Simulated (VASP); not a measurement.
# Mo (C2/m) in VASP: notebook, part 2 of 2

VASP 6.6.1.

## (3) Single point, PBE (engineering shear strain xz -0.1100, normal strain along z -0.1500)

INCAR

```
ALGO = Fast
EDIFF = 1E-6
ENCUT = 520
GGA = PE
ISIF = 2
ISMEAR = 0
LASPH = T
LCHARG = T
LELF = T
LREAL = F
LVHAR = T
LWAVE = F
NBANDS = 13
NELM = 80
PREC = Accurate
SIGMA = 0.15
```

KPOINTS

```
k-points
0
Gamma
  20 20 20
```

POSCAR

```
Mo
1.0
   -0.1100565412      2.0010280217      1.7008738184
    1.8909714805      0.0000000000      1.5908172773
    2.0010280217      2.0010280217     -0.1100565412
Mo
1
Direct
    0.0000000000      0.0000000000      0.0000000000
```

Potentials or basis: VASP PAW PBE potentials, release 64 (Mo_sv).

Command:

```
$ cat potpaw_PBE.64/Mo_sv/POTCAR > POTCAR
$ mpirun -np 1 vasp_std > vasp.out
```

OUTCAR:

```text
EDIFF = 1E-6
   ENCUT = 520
   GGA = PE
   ISIF = 2
   ISMEAR = 0
   LASPH = T
   LREAL = F
   NELM = 80
   PREC = Accurate

 ion  position               nearest neighbor table
   1  0.000  0.000  0.000-

  LATTYP: Found a base centered monoclinic cell.
 ALAT       =     3.4088615041
 B/A-ratio  =     1.1740154414
 C/A-ratio  =     0.7249129443
 COS(beta)  =    -0.5930068808

  Lattice vectors:

 A1 = (   0.1100565412,  -2.0010280217,  -1.7008738184)
 A2 = (   0.1100565412,   2.0010280217,  -1.7008738185)
 A3 = (   1.8909714805,   0.0000000000,   1.5908172773)

Analysis of symmetry for initial positions (statically):
=====================================================================
 Subroutine PRICEL returns:
 Original cell was already a primitive cell.

 Routine SETGRP: Setting up the symmetry group for a
 base centered monoclinic supercell.

 Subroutine GETGRP returns: Found  4 space group operations
 (whereof  4 operations were pure point group operations)
 out of a pool of  4 trial point group operations.

The static configuration has the point symmetry C_2h.

Analysis of symmetry for dynamics (positions and initial velocities):
=====================================================================
 Subroutine PRICEL returns:
 Original cell was already a primitive cell.

 Routine SETGRP: Setting up the symmetry group for a
 base centered monoclinic supercell.

 Subroutine GETGRP returns: Found  4 space group operations
 (whereof  4 operations were pure point group operations)
 out of a pool of  4 trial point group operations.

The dynamic configuration has the point symmetry C_2h.

 Subroutine INISYM returns: Found  4 space group operations
 (whereof  4 operations are pure point group operations),
 and found     1 'primitive' translations

----------------------------------------------------------------------------------------
[... 116 lines left out ...]
   GGA     = PE    functional components
   LHFCALC =     F    Hartree Fock is set to
   AEXX    =    0.0000 exact exchange contribution
   IVDW    =     0    specifies the selected vdW correction
   LEPSILON=     F    determine dielectric tensor
   LRPA    =     F    only Hartree local field effects (RPA)
 non-spin polarized calculation
 RMM-DIIS sequential band-by-band and
 Gauss-broadening in eV      SIGMA  =   0.15
  energy-cutoff  :      520.00
  volume of cell :       13.57
 maximum number of plane-waves:       381
   NGX =  9   NGY =  9   NGZ = 11

 number of electron      14.0000000 magnetization

 Free energy of the ion-electron system (eV)
  ---------------------------------------------------
  ext. energy  EPLUGINS =         0.00000000
  ---------------------------------------------------
  free energy    TOTEN  =       -10.25739082 eV

  energy without entropy =      -10.24806572  energy(sigma->0) =      -10.25272827

 E-fermi :  14.9373     XC(G=0): -14.1845

 val. band max:       14.9366341855   @ k =   0.1500  -0.4500   0.2000
 cond. band min:      14.9373128345   @ k =   0.3000  -0.0500   0.3000
 fundamental gap:      0.0006786490
 Fermi energy:        14.9372577961

 k-point     1 :       0.0000    0.0000    0.0000
  band No.  band energies     occupation
      1     -46.3277      2.00000
      2     -19.3602      2.00000
      3     -19.2078      2.00000
      4     -18.8522      2.00000
      5       7.4041      2.00000
      6      12.4808      2.00000
      7      12.5209      2.00000
      8      15.5816      0.00000
      9      15.7428      0.00000
     10      17.9467      0.00000
     11      28.0145      0.00000
     12      31.6101      0.00000
     13      31.9468      0.00000
[... 354 lines left out ...]
  band No.  band energies     occupation
      1     -45.9930      2.00000
      2     -21.0888      2.00000
      3     -19.5079      2.00000
      4     -19.0533      2.00000
      5       9.3259      2.00000
      6      11.7496      2.00000
      7      14.7405      1.93640
      8      15.8618      0.00000
      9      18.6846      0.00000
     10      19.4483      0.00000
     11      27.8731      0.00000
     12      29.2292      0.00000
     13      35.7288      0.00000

 [... further k-points ...]

------------------------ aborting loop because EDIFF is reached ----------------------------------------

  FORCE on cell =-STRESS in cart. coord.  units (eV):
  Direction    XX          YY          ZZ          XY          YZ          ZX
  --------------------------------------------------------------------------------------
  -------------------------------------------------------------------------------------
  Total        5.9223048      5.6916029      3.4932778      0.0000000     -0.0000000      1.0725495
  in kB      699.1031217    671.8697342    412.3667246      0.0000000     -0.0000000    126.6099470
  external PRESSURE =     594.4465268 kB  Pullay stress =       0.0000000 kB

 VOLUME and BASIS-vectors are now :
 -----------------------------------------------------------------------------
  energy-cutoff  :      520.00
  volume of cell :       13.57
      direct lattice vectors                 reciprocal lattice vectors
    -0.110056541  2.001028022  1.700873818    -0.234538083  0.249871563  0.278790551
     1.890971480  0.000000000  1.590817277     0.266989893 -0.249871563  0.311242362
     2.001028022  2.001028022 -0.110056541     0.234538083  0.249871563 -0.278790551

 POSITION                                       TOTAL-FORCE (eV/Angst)
 -----------------------------------------------------------------------------------
      0.00000      0.00000      0.00000        -0.000000      0.000000      0.000000
 -----------------------------------------------------------------------------------
    total drift:                                0.000000     -0.000000     -0.000000

  FREE ENERGIE OF THE ION-ELECTRON SYSTEM (eV)
  ---------------------------------------------------
  free  energy   TOTEN  =       -10.2573908157 eV

  energy  without entropy=      -10.2480657220  energy(sigma->0) =      -10.25272827
```

OSZICAR:

```text
N       E                     dE             d eps       ncg     rms          rms(c)
DAV:   1     0.934560958215E+02    0.93456E+02   -0.81197E+03 55526   0.112E+03
DAV:   2    -0.960819308613E+01   -0.10306E+03   -0.99152E+02 63082   0.316E+02
DAV:   3    -0.107369983882E+02   -0.11288E+01   -0.11258E+01 61412   0.330E+01
DAV:   4    -0.107394087366E+02   -0.24103E-02   -0.24103E-02 61582   0.183E+00
DAV:   5    -0.107394223360E+02   -0.13599E-04   -0.13599E-04 61882   0.123E-01    0.204E+01
RMM:   6    -0.103313899700E+02    0.40803E+00   -0.43080E-01 54986   0.642E+00    0.785E+00
RMM:   7    -0.102600857613E+02    0.71304E-01   -0.16917E-01 56618   0.401E+00    0.678E-01
RMM:   8    -0.102574468283E+02    0.26389E-02   -0.91518E-03 62993   0.106E+00    0.107E-01
RMM:   9    -0.102573961329E+02    0.50695E-04   -0.82662E-04 64040   0.319E-01    0.714E-02
RMM:  10    -0.102573958796E+02    0.25339E-06   -0.92358E-05 64950   0.115E-01    0.199E-02
RMM:  11    -0.102573918552E+02    0.40244E-05   -0.24944E-05 64467   0.542E-02    0.448E-03
RMM:  12    -0.102573907453E+02    0.11099E-05   -0.48831E-06 52703   0.235E-02    0.243E-03
RMM:  13    -0.102573908157E+02   -0.70364E-07   -0.83945E-07 37716   0.895E-03
   1 F= -.10257391E+02 E0= -.10252728E+02  d E =-.932509E-02
```

Run time: 3.4 min. Hardware: 1 thread of Intel Xeon Platinum 8488C (Sapphire Rapids), shared host; peak memory 0.44 GiB.

Results:

```
Free energy            : -10.2574 eV
Pressure               : 59.4 GPa
Band gap on the k mesh : zero (bands 7 and 8 overlap by 4.76 eV)
```

Stress tensor (GPa, compression positive):
```
69.91  0.00 12.66
 0.00 67.19  0.00
12.66  0.00 41.24
```

Levels at points of the mesh, in eV from the Fermi level:
```csv
k point,band 3,band 4,band 5,band 6,band 7,band 8,band 9,band 10,band 11,band 12
"(0.00, 0.00, 0.00)",-34.15,-33.79,-7.53,-2.46,-2.42,0.64,0.81,3.01,13.08,16.67
"(0.50, 0.00, 0.00)",-34.46,-33.93,-5.85,-3.42,0.87,1.28,3.83,4.91,12.61,13.03
"(0.00, 0.50, 0.00)",-34.77,-34.24,-6.12,-2.95,-0.46,2.73,3.20,5.83,12.01,14.72
"(0.50, 0.50, 0.00)",-35.20,-35.13,-6.72,-6.25,3.70,5.16,6.06,7.26,11.97,12.34
"(0.50, 0.00, 0.50)",-35.05,-34.18,-6.47,-5.44,3.61,4.14,4.18,6.05,11.99,15.45
"(0.00, 0.50, 0.50)",-34.81,-34.42,-6.42,-5.39,3.67,3.88,3.90,5.94,12.58,15.77
```

Caveat: the cell differs from its parent crystal (engineering shear strain xz -0.1100, normal strain along z -0.1500); the cell stands under pressure.

## (4) Single point, PBE (engineering shear strain xz -0.1100, normal strain along z -0.0750)

INCAR

```
ALGO     = Fast           # electronic algorithm
EDIFF    = 1E-7           # SCF threshold, eV
ENCUT    = 520            # plane-wave cutoff, eV
GGA      = PE             # functional
ISIF     = 2              # what is computed and relaxed
ISMEAR   = 0              # smearing method
LASPH    = True           # aspherical terms in the spheres
LCHARG   = True           # write CHGCAR
LELF     = True           # ELF
LREAL    = False          # projectors in reciprocal space
LVHAR    = True         
LWAVE    = False          # write WAVECAR
NBANDS   = 13             # bands
NELM     = 100            # most SCF steps
PREC     = Accurate       # precision mode
SIGMA    = 0.15           # smearing width, eV
```

KPOINTS is that of step 3.

POSCAR

```
Mo
1.0
   -0.1100565412      2.0010280217      1.8509509201
    1.8909714805      0.0000000000      1.7408943789
    2.0010280217      2.0010280217     -0.1100565412
Mo
1
Direct
    0.0000000000      0.0000000000      0.0000000000
```

Command:

```
$ cat potpaw_PBE.64/Mo_sv/POTCAR > POTCAR
$ mpirun -np 1 vasp_std > vasp.out
```

Run time: 3.9 min. Hardware: 1 thread of Intel Xeon Platinum 8488C (Sapphire Rapids), shared host; peak memory 0.46 GiB.

Results (log left out):

```
Free energy            : -10.4650 eV
Pressure               : 26.0 GPa
Band gap on the k mesh : zero (bands 7 and 8 overlap by 4.70 eV)
```

Stress tensor (GPa, compression positive):
```
29.54  0.00  3.48
 0.00 32.82  0.00
 3.48  0.00 15.61
```

Levels at points of the mesh, in eV from the Fermi level:
```
           k point  band 4  band 5  band 6  band 7  band 8  band 9  band 10  band 11
(0.00, 0.00, 0.00)  -33.89   -7.18   -1.98   -1.76    0.31    1.42     2.61    12.93
(0.50, 0.00, 0.00)  -34.04   -5.22   -2.35    0.22    1.04    3.57     4.49    11.34
(0.00, 0.50, 0.00)  -34.33   -5.34   -2.16   -0.77    2.33    3.54     5.02    12.29
(0.50, 0.50, 0.00)  -34.83   -5.82   -5.23    3.60    4.79    5.42     5.49    12.14
(0.50, 0.00, 0.50)  -34.30   -5.74   -4.97    3.75    4.22    4.40     5.33    11.50
(0.00, 0.50, 0.50)  -34.54   -5.72   -4.94    3.84    3.90    4.18     5.40    12.55
```

Caveat: the cell differs from its parent crystal (engineering shear strain xz -0.1100, normal strain along z -0.0750); the cell stands under pressure.

## (5) The runs side by side

| cell | further INCAR settings | gap on the mesh (eV) | pressure (GPa) |
| --- | --- | --- | --- |
| a = 2.635, b = 2.316, c = 2.838 Å, angles 60.5, 64.8, 69.6°, 1 atom | ALGO = Fast; EDIFF = 1e-07; NBANDS = 13 | none | 72.7 |
| a = 2.629, b = 2.471, c = 2.832 Å, angles 59.0, 61.1, 67.4°, 1 atom | ALGO = Fast; EDIFF = 1e-06; NBANDS = 13 | none | 59.4 |
| a = 2.728, b = 2.570, c = 2.832 Å, angles 60.4, 62.4, 64.5°, 1 atom | ALGO = Fast; EDIFF = 1e-07; NBANDS = 13 | none | 26.0 |

Alike in all rows: task single point; level PBE; potentials or basis VASP PAW PBE potentials, release 64 (Mo_sv); no spin polarisation; k mesh 20 × 20 × 20; cutoff (eV) 520; smearing gaussian 0.15 eV.

Caveats: the cell stands under pressure.

Absolute energies hang on the potentials; compare differences alone.
